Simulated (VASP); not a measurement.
# MgO (Fm-3m) in VASP: notebook

Runs on MgO. Level: PBE. Tasks: single point.

All numbers are computed with VASP 6.6.1; they aren't measurements. Logs are shortened: lines on timing, memory, paths and dates and some standing lists are left out, and cuts for length are marked.

**1. The cell of the first run**

The structure is cubic, space group Fm-3m (No. 225). Conventional cell: a = 4.059 Å, b = 4.059 Å, c = 4.059 Å, α = 90.00°, β = 90.00°, γ = 90.00°. Within 2.7 Å of Mg (site symmetry m-3m) lie 6 O at 2.03 Å. Within 2.7 Å of O (site symmetry m-3m) lie 6 Mg at 2.03 Å.

**2. Single point, PBE (volume changed by -10%)**

File INCAR:

```
  PREC = Accurate
  ENCUT = 520
  EDIFF = 1E-6
  ISMEAR = 0
  SIGMA = 0.01
  LREAL = False
  LASPH = True
  NELM = 100
  ALGO = Normal
  ISIF = 2
  LWAVE = False
  LCHARG = False
  GGA = PE
  NBANDS = 11
```

File KPOINTS:

```
regular mesh
0
Gamma
  6 6 6
```

File POSCAR:

```
MgO
1.0
    0.0000000000      2.0296203079      2.0296203079
    2.0296203079      0.0000000000      2.0296203079
    2.0296203079      2.0296203079      0.0000000000
Mg O
1 1
Direct
    0.0000000000      0.0000000000      0.0000000000
    0.5000000000      0.5000000000      0.5000000000
```

Potentials or basis: VASP PAW PBE potentials, release 64 (Mg, O).

Started as:

```console
> cat potpaw_PBE.64/Mg/POTCAR potpaw_PBE.64/O/POTCAR > POTCAR
> mpirun -np 1 vasp_std > vasp.out
```

OUTCAR:

```text
PREC = Accurate
   ENCUT = 520
   EDIFF = 1E-6
   ISMEAR = 0
   LREAL = False
   LASPH = True
   NELM = 100
   ISIF = 2
   GGA = PE

 ion  position               nearest neighbor table
   1  0.000  0.000  0.000-   2 2.03   2 2.03   2 2.03   2 2.03   2 2.03   2 2.03
   2  0.500  0.500  0.500-   1 2.03   1 2.03   1 2.03   1 2.03   1 2.03   1 2.03

  LATTYP: Found a face centered cubic cell.
 ALAT       =     4.0592406158

  Lattice vectors:

 A1 = (   0.0000000000,   2.0296203079,   2.0296203079)
 A2 = (   2.0296203079,   0.0000000000,   2.0296203079)
 A3 = (   2.0296203079,   2.0296203079,   0.0000000000)

Analysis of symmetry for initial positions (statically):
=====================================================================
 Subroutine PRICEL returns:
 Original cell was already a primitive cell.

 Routine SETGRP: Setting up the symmetry group for a
 face centered cubic supercell.

 Subroutine GETGRP returns: Found 48 space group operations
 (whereof 48 operations were pure point group operations)
 out of a pool of 48 trial point group operations.

The static configuration has the point symmetry O_h .

Analysis of symmetry for dynamics (positions and initial velocities):
=====================================================================
 Subroutine PRICEL returns:
 Original cell was already a primitive cell.

 Routine SETGRP: Setting up the symmetry group for a
 face centered cubic supercell.

 Subroutine GETGRP returns: Found 48 space group operations
 (whereof 48 operations were pure point group operations)
 out of a pool of 48 trial point group operations.

The dynamic configuration has the point symmetry O_h .

 Subroutine INISYM returns: Found 48 space group operations
 (whereof 48 operations are pure point group operations),
 and found     1 'primitive' translations

----------------------------------------------------------------------------------------

                                     Primitive cell

  volume of cell :      16.7215

  direct lattice vectors                    reciprocal lattice vectors
     0.000000000  2.029620308  2.029620308    -0.246351496  0.246351496  0.246351496
     2.029620308  0.000000000  2.029620308     0.246351496 -0.246351496  0.246351496
     2.029620308  2.029620308  0.000000000     0.246351496  0.246351496 -0.246351496

  length of vectors
     2.870316566  2.870316566  2.870316566     0.426693308  0.426693308  0.426693308

  position of ions in fractional coordinates (direct lattice)
     0.000000000  0.000000000  0.000000000
     0.500000000  0.500000000  0.500000000

  ion indices of the primitive-cell ions
   primitive index   ion index
                 1           1
[... 76 lines left out ...]
   NUPDOWN=      -1.0000    fix difference up-down
   EMIN   =  10.00;   EMAX   =-10.00  energy-range for DOS
   EFERMI =   0.00;   METHOD = LEGACY
   ISMEAR =     0;   SIGMA  =   0.01  broadening in eV -4-tet -1-fermi 0-gaus
   EFERMI_NEDOS =   21; number of points for ismear=-14 and -15
   IALGO  =     38    algorithm
   IMIX   =      4    mixing-type and parameters
     AMIX     =   0.40;   BMIX     =  1.00
     AMIX_MAG =   1.60;   BMIX_MAG =  1.00
  volume/ion in A,a.u.               =       8.36        56.42
  Fermi-wavevector in a.u.,A,eV,Ry     =   1.280403  2.419611 22.305826  1.639432
  Thomas-Fermi vector in A             =   2.412833
   LORBIT       =      0    0 simple, 1 ext, 2 COOP (PROOUT), +10 PAW based schemes
   GGA     = PE    functional components
   LHFCALC =     F    Hartree Fock is set to
   AEXX    =    0.0000 exact exchange contribution
   IVDW    =     0    specifies the selected vdW correction
   LEPSILON=     F    determine dielectric tensor
   LRPA    =     F    only Hartree local field effects (RPA)
 non-spin polarized calculation
 Gauss-broadening in eV      SIGMA  =   0.01
  energy-cutoff  :      520.00
  volume of cell :       16.72
 maximum number of plane-waves:       464
 NGX is ok and might be reduce to    24
   NGX = 11   NGY = 11   NGZ = 11

 number of electron       7.9999998 magnetization

 Free energy of the ion-electron system (eV)
  ---------------------------------------------------
  ext. energy  EPLUGINS =         0.00000000
  ---------------------------------------------------
  free energy    TOTEN  =       -11.72372128 eV

  energy without entropy =      -11.72372128  energy(sigma->0) =      -11.72372128

 E-fermi :   4.1565     XC(G=0): -11.6163

 val. band max:        4.0727571916   @ k =   0.0000   0.0000   0.0000
 cond. band min:       9.9559931613   @ k =   0.0000   0.0000   0.0000
 fundamental gap:      5.8832359697
 Fermi energy:         4.1564708805

 k-point     1 :       0.0000    0.0000    0.0000
  band No.  band energies     occupation
      1     -13.7990      2.00000
      2       4.0728      2.00000
      3       4.0728      2.00000
      4       4.0728      2.00000
      5       9.9560      0.00000
      6      20.4942      0.00000
      7      20.4942      0.00000
      8      20.4942      0.00000
      9      24.7145      0.00000
     10      26.6248      0.00000
     11      26.6248      0.00000
[... 197 lines left out ...]
 k-point    16 :      -0.3333    0.5000    0.1667
  band No.  band energies     occupation
      1     -11.8616      2.00000
      2       0.0882      2.00000
      3       1.5468      2.00000
      4       2.2028      2.00000
      5      15.0745      0.00000
      6      16.8450      0.00000
      7      17.5769      0.00000
      8      22.1765      0.00000
      9      25.9164      0.00000
     10      30.2963      0.00000
     11      32.2282      0.00000

------------------------ aborting loop because EDIFF is reached ----------------------------------------

  FORCE on cell =-STRESS in cart. coord.  units (eV):
  Direction    XX          YY          ZZ          XY          YZ          ZX
  --------------------------------------------------------------------------------------
  -------------------------------------------------------------------------------------
  Total        2.8502284      2.8502284      2.8502284      0.0000000      0.0000000      0.0000000
  in kB      273.0963173    273.0963173    273.0963173      0.0000000      0.0000000      0.0000000
  external PRESSURE =     273.0963173 kB  Pullay stress =       0.0000000 kB

 VOLUME and BASIS-vectors are now :
 -----------------------------------------------------------------------------
  energy-cutoff  :      520.00
  volume of cell :       16.72
      direct lattice vectors                 reciprocal lattice vectors
     0.000000000  2.029620308  2.029620308    -0.246351496  0.246351496  0.246351496
     2.029620308  0.000000000  2.029620308     0.246351496 -0.246351496  0.246351496
     2.029620308  2.029620308  0.000000000     0.246351496  0.246351496 -0.246351496

 POSITION                                       TOTAL-FORCE (eV/Angst)
 -----------------------------------------------------------------------------------
      0.00000      0.00000      0.00000        -0.000000      0.000000      0.000000
      2.02962      2.02962      2.02962         0.000000     -0.000000      0.000000
 -----------------------------------------------------------------------------------
    total drift:                               -0.000000     -0.000000      0.000000

  FREE ENERGIE OF THE ION-ELECTRON SYSTEM (eV)
  ---------------------------------------------------
  free  energy   TOTEN  =       -11.7237212804 eV

  energy  without entropy=      -11.7237212804  energy(sigma->0) =      -11.72372128
```

OSZICAR:

```text
N       E                     dE             d eps       ncg     rms          rms(c)
DAV:   1     0.169881434374E+02    0.16988E+02   -0.47611E+03   376   0.663E+02
DAV:   2    -0.127506206723E+02   -0.29739E+02   -0.29201E+02   414   0.142E+02
DAV:   3    -0.133271746549E+02   -0.57655E+00   -0.57615E+00   421   0.175E+01
DAV:   4    -0.133284864582E+02   -0.13118E-02   -0.13118E-02   376   0.962E-01
DAV:   5    -0.133284904428E+02   -0.39847E-05   -0.39847E-05   409   0.505E-02    0.738E+00
DAV:   6    -0.117385204602E+02    0.15900E+01   -0.80469E+00   361   0.164E+01    0.207E+00
DAV:   7    -0.117285907944E+02    0.99297E-02   -0.49613E-02   394   0.201E+00    0.132E+00
DAV:   8    -0.117238917347E+02    0.46991E-02   -0.20189E-02   382   0.163E+00    0.183E-01
DAV:   9    -0.117236891403E+02    0.20259E-03   -0.34054E-04   394   0.128E-01    0.104E-01
DAV:  10    -0.117237207391E+02   -0.31599E-04   -0.32323E-04   394   0.134E-01    0.110E-02
DAV:  11    -0.117237212804E+02   -0.54139E-06   -0.33007E-06   388   0.144E-02
   1 F= -.11723721E+02 E0= -.11723721E+02  d E =-.287548E-34
```

Run time: 5.5 s. Hardware: 1 thread of AMD EPYC 7R43 (Zen 3), shared host; peak memory 0.1 GiB.

Results:

```yaml
Free_energy: -11.7237 eV
Pressure: 27.3 GPa
Band_gap_on_the_k_mesh: 5.88 eV, direct
```

Levels at points of the mesh, in eV from the valence-band top:
| k point | band 1 | band 2 | band 3 | band 4 | band 5 | band 6 | band 7 | band 8 |
| --- | --- | --- | --- | --- | --- | --- | --- | --- |
| (0.00, 0.00, 0.00) | -17.87 | 0.00 | 0.00 | 0.00 | 5.88 | 16.42 | 16.42 | 16.42 |
| (0.50, 0.00, 0.00) | -16.29 | -5.13 | -0.79 | -0.79 | 8.62 | 13.90 | 17.48 | 17.48 |
| (0.50, 0.50, 0.00) | -15.99 | -4.56 | -1.51 | -1.51 | 9.23 | 11.23 | 14.33 | 20.74 |

Caveat: the k points lie up to 0.45 Å⁻¹ apart.

**3. Single point, PBE (volume changed by +5%)**

File INCAR:

```
  PREC = Accurate
  ENCUT = 520
  EDIFF = 1E-6
  ISMEAR = 0
  SIGMA = 0.01
  LREAL = False
  LASPH = True
  NELM = 60
  ALGO = Normal
  ISIF = 2
  LWAVE = False
  LCHARG = True
  GGA = PE
  LELF = True
  LVHAR = True
  NBANDS = 11
```

KPOINTS is that of step 2.

File POSCAR:

```
MgO
1.0
    0.0000000000      2.1366352852      2.1366352852
    2.1366352852      0.0000000000      2.1366352852
    2.1366352852      2.1366352852      0.0000000000
Mg O
1 1
Direct
    0.0000000000      0.0000000000      0.0000000000
    0.5000000000      0.5000000000      0.5000000000
```

Potentials or basis: VASP PAW PBE potentials, release 64 (Mg, O).

Started as:

```console
> cat potpaw_PBE.64/Mg/POTCAR potpaw_PBE.64/O/POTCAR > POTCAR
> mpirun -np 1 vasp_std > vasp.out
```

It took 7.5 s on 1 thread of AMD EPYC 7R43 (Zen 3), shared host; peak memory 0.09 GiB.

The run converged. Its results:

```yaml
Free_energy: -11.9087 eV
Pressure: -2.7 GPa
Band_gap_on_the_k_mesh: 4.32 eV, direct
```

Levels at points of the mesh, in eV from the valence-band top:
| k point | band 1 | band 2 | band 3 | band 4 | band 5 | band 6 | band 7 | band 8 | band 9 |
| --- | --- | --- | --- | --- | --- | --- | --- | --- | --- |
| (0.00, 0.00, 0.00) | -17.05 | 0.00 | 0.00 | 0.00 | 4.32 | 15.55 | 15.55 | 15.55 | 19.36 |
| (0.50, 0.00, 0.00) | -15.87 | -4.43 | -0.61 | -0.61 | 7.62 | 12.12 | 15.87 | 15.87 | 20.25 |
| (0.50, 0.50, 0.00) | -15.63 | -3.91 | -1.29 | -1.29 | 9.06 | 9.50 | 12.65 | 18.32 | 18.32 |

Caveat: the k points lie up to 0.42 Å⁻¹ apart.

**4. Single point, PBE (volume changed by +10%)**

File INCAR:

```
PREC = Accurate
ENCUT = 520
EDIFF = 1E-7
ISMEAR = 0
SIGMA = 0.01
LREAL = False
LASPH = True
NELM = 100
ALGO = Normal
ISIF = 2
LWAVE = False
LCHARG = False
GGA = PE
NBANDS = 11
```

File KPOINTS:

```
Automatic mesh
0
Gamma
  6 6 6
```

File POSCAR:

```
MgO
1.0
    0.0000000000      2.1700256048      2.1700256048
    2.1700256048      0.0000000000      2.1700256048
    2.1700256048      2.1700256048      0.0000000000
Mg O
1 1
Direct
    0.0000000000      0.0000000000      0.0000000000
    0.5000000000      0.5000000000      0.5000000000
```

Potentials or basis: VASP PAW PBE potentials, release 64 (Mg, O).

Started as:

```console
> cat potpaw_PBE.64/Mg/POTCAR potpaw_PBE.64/O/POTCAR > POTCAR
> mpirun -np 1 vasp_std > vasp.out
```

OUTCAR:

```text
PREC = Accurate
   ENCUT = 520
   EDIFF = 1E-7
   ISMEAR = 0
   LREAL = False
   LASPH = True
   NELM = 100
   ISIF = 2
   GGA = PE

 ion  position               nearest neighbor table
   1  0.000  0.000  0.000-   2 2.17   2 2.17   2 2.17   2 2.17   2 2.17   2 2.17
   2  0.500  0.500  0.500-   1 2.17   1 2.17   1 2.17   1 2.17   1 2.17   1 2.17

  LATTYP: Found a face centered cubic cell.
 ALAT       =     4.3400512096

  Lattice vectors:

 A1 = (   0.0000000000,   2.1700256048,   2.1700256048)
 A2 = (   2.1700256048,   0.0000000000,   2.1700256048)
 A3 = (   2.1700256048,   2.1700256048,   0.0000000000)

Analysis of symmetry for initial positions (statically):
=====================================================================
 Subroutine PRICEL returns:
 Original cell was already a primitive cell.

 Routine SETGRP: Setting up the symmetry group for a
 face centered cubic supercell.

 Subroutine GETGRP returns: Found 48 space group operations
 (whereof 48 operations were pure point group operations)
 out of a pool of 48 trial point group operations.

The static configuration has the point symmetry O_h .

Analysis of symmetry for dynamics (positions and initial velocities):
=====================================================================
 Subroutine PRICEL returns:
 Original cell was already a primitive cell.

 Routine SETGRP: Setting up the symmetry group for a
 face centered cubic supercell.

 Subroutine GETGRP returns: Found 48 space group operations
 (whereof 48 operations were pure point group operations)
 out of a pool of 48 trial point group operations.

The dynamic configuration has the point symmetry O_h .

 Subroutine INISYM returns: Found 48 space group operations
 (whereof 48 operations are pure point group operations),
 and found     1 'primitive' translations

----------------------------------------------------------------------------------------

                                     Primitive cell

  volume of cell :      20.4373

[... 105 lines left out ...]
   LHFCALC =     F    Hartree Fock is set to
   AEXX    =    0.0000 exact exchange contribution
   IVDW    =     0    specifies the selected vdW correction
   LEPSILON=     F    determine dielectric tensor
   LRPA    =     F    only Hartree local field effects (RPA)
 non-spin polarized calculation
 Gauss-broadening in eV      SIGMA  =   0.01
  energy-cutoff  :      520.00
  volume of cell :       20.44
 maximum number of plane-waves:       568
   NGX = 11   NGY = 11   NGZ = 11

 number of electron       7.9999996 magnetization

 Free energy of the ion-electron system (eV)
  ---------------------------------------------------
  ext. energy  EPLUGINS =         0.00000000
  ---------------------------------------------------
  free energy    TOTEN  =       -11.87615405 eV

  energy without entropy =      -11.87615405  energy(sigma->0) =      -11.87615405

 E-fermi :   2.6538     XC(G=0): -10.6610

 val. band max:        2.5458796750   @ k =   0.0000   0.0000   0.0000
 cond. band min:       6.4462846855   @ k =   0.0000   0.0000   0.0000
 fundamental gap:      3.9004050104
 Fermi energy:         2.6538114020

 k-point     1 :       0.0000    0.0000    0.0000
  band No.  band energies     occupation
      1     -14.2824      2.00000
      2       2.5459      2.00000
      3       2.5459      2.00000
      4       2.5459      2.00000
      5       6.4463      0.00000
      6      17.8334      0.00000
      7      17.8334      0.00000
      8      17.8334      0.00000
      9      21.5211      0.00000
     10      23.1935      0.00000
     11      23.1935      0.00000
[... 197 lines left out ...]
 k-point    16 :      -0.3333    0.5000    0.1667
  band No.  band energies     occupation
      1     -12.9549      2.00000
      2      -0.6933      2.00000
      3       0.5165      2.00000
      4       1.0252      2.00000
      5      12.7141      0.00000
      6      12.9393      0.00000
      7      14.2338      0.00000
      8      17.8345      0.00000
      9      21.4781      0.00000
     10      25.9818      0.00000
     11      27.2154      0.00000

------------------------ aborting loop because EDIFF is reached ----------------------------------------

  FORCE on cell =-STRESS in cart. coord.  units (eV):
  Direction    XX          YY          ZZ          XY          YZ          ZX
  --------------------------------------------------------------------------------------
  -------------------------------------------------------------------------------------
  Total       -1.1074072     -1.1074072     -1.1074072      0.0000000      0.0000000      0.0000000
  in kB      -86.8147172    -86.8147172    -86.8147172      0.0000000      0.0000000      0.0000000
  external PRESSURE =     -86.8147172 kB  Pullay stress =       0.0000000 kB

 VOLUME and BASIS-vectors are now :
 -----------------------------------------------------------------------------
  energy-cutoff  :      520.00
  volume of cell :       20.44
      direct lattice vectors                 reciprocal lattice vectors
     0.000000000  2.170025605  2.170025605    -0.230412028  0.230412028  0.230412028
     2.170025605  0.000000000  2.170025605     0.230412028 -0.230412028  0.230412028
     2.170025605  2.170025605  0.000000000     0.230412028  0.230412028 -0.230412028

 POSITION                                       TOTAL-FORCE (eV/Angst)
 -----------------------------------------------------------------------------------
      0.00000      0.00000      0.00000        -0.000000     -0.000000      0.000000
      2.17003      2.17003      2.17003         0.000000      0.000000      0.000000
 -----------------------------------------------------------------------------------
    total drift:                               -0.000000     -0.000000      0.000000

  FREE ENERGIE OF THE ION-ELECTRON SYSTEM (eV)
  ---------------------------------------------------
  free  energy   TOTEN  =       -11.8761540453 eV

  energy  without entropy=      -11.8761540453  energy(sigma->0) =      -11.87615405
```

stdout:

```text
POSCAR found type information on POSCAR MgO
 POSCAR found :  2 types and       2 ions
 scaLAPACK will be used
 LDA part: xc-table for (Slater+PW92), standard interpolation
 POSCAR, INCAR and KPOINTS ok, starting setup
 FFT: planning ... GRIDC
 FFT: planning ... GRID_SOFT
 FFT: planning ... GRID
 WAVECAR not read
 entering main loop
```

It took 6.2 s on 1 thread of AMD EPYC 7R43 (Zen 3), shared host; peak memory 0.09 GiB.

What came out:

```yaml
Free_energy: -11.8762 eV
Pressure: -8.7 GPa
Band_gap_on_the_k_mesh: 3.90 eV, direct
```

**5. The runs side by side**

| cell | gap on the mesh (eV) | pressure (GPa) |
| --- | --- | --- |
| a = 2.870 Å, angles 60.0°, 2 atoms | 5.88 | 27.3 |
| a = 3.022 Å, angles 60.0°, 2 atoms | 4.32 | -2.7 |
| a = 3.069 Å, angles 60.0°, 2 atoms | 3.90 | -8.7 |

Alike in all rows: task single point; level PBE; potentials or basis VASP PAW PBE potentials, release 64 (Mg, O); no spin polarisation; k mesh 6 × 6 × 6; cutoff (eV) 520; smearing gaussian 0.01 eV.

Caveats: some runs use coarse meshes.

Total energies depend on the potentials used, so only differences within one code and one set of settings carry meaning.
